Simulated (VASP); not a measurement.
Input of a VASP 6.6.1 run:

The input INCAR:

```
PREC = Accurate
ENCUT = 520
EDIFF = 1E-6
ISMEAR = 0
SIGMA = 0.6
LREAL = F
LASPH = T
NELM = 80
ALGO = Normal
ISIF = 2
LWAVE = F
LCHARG = F
NBANDS = 12
```

Contents of KPOINTS:

```
regular mesh
0
Gamma
  14 14 14
```

POSCAR

```
Nb
1.0
   -1.6231103068      1.6231103068      1.6231103068
    1.6231103068     -1.6231103068      1.6231103068
    1.6231103068      1.6231103068     -1.6231103068
Nb
1
Direct
    0.0000000000      0.0000000000      0.0000000000
```

Potentials or basis: VASP PAW LDA potentials, release 64 (Nb_sv).

Launch:

```sh
$ cat potpaw_LDA.64/Nb_sv/POTCAR > POTCAR
$ mpirun -np 1 vasp_std > vasp.out
```

(1) What does it give for the pressure?

## Answers

(1) 1.3 GPa.
